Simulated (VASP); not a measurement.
Set up this calculation in VASP 6.6.1, as the native input.

| Property | Result |
| --- | --- |
| Task | single point |
| Functional | PBE |
| Potentials or basis | VASP PAW PBE potentials, release 64 (Ag, Cl) |
| Cutoff | 520 eV |
| k mesh | 6 × 6 × 6 |
| Occupations | gaussian, width 0.01 eV |
| Spin | no spin polarisation |
| Dipole correction | no |
| Further INCAR settings | ALGO = Normal; EDIFF = 1e-07; NBANDS = 16 |

The structure of AgCl (Chlorargyrite) lies in POSCAR:

```
AgCl
1.0
    0.0000000000      2.8331194242      2.8331194242
    2.8331194242      0.0000000000      2.8331194242
    2.8331194242      2.8331194242      0.0000000000
Ag Cl
1 1
Direct
    0.0000000000      0.0000000000      0.0000000000
    0.5000000000      0.5000000000      0.5000000000
```

This cell differs from its parent crystal: volume changed by +3%.

The input as run:

INCAR

```
ALGO = Normal
EDIFF = 1E-7
ENCUT = 520
GGA = PE
ISIF = 2
ISMEAR = 0
LASPH = T
LCHARG = T
LELF = T
LREAL = F
LVHAR = T
LWAVE = F
NBANDS = 16
NELM = 60
PREC = Accurate
SIGMA = 0.01
```

KPOINTS

```
k-points
0
Gamma
  6 6 6
```

Potentials or basis: VASP PAW PBE potentials, release 64 (Ag, Cl).

The run is started by

```console
$ cat potpaw_PBE.64/Ag/POTCAR potpaw_PBE.64/Cl/POTCAR > POTCAR
$ mpirun -np 1 vasp_std > vasp.out
```

It gave:

```json
{
 "Pressure": "-1.2 GPa",
 "Band gap on the k mesh": "0.93 eV, indirect (least direct gap 3.00 eV)"
}
```

Run time: 7.8 s on 1 thread of AMD EPYC 9R45 96-Core Processor (Zen 5), on a shared host, peak memory 0.14 GiB.
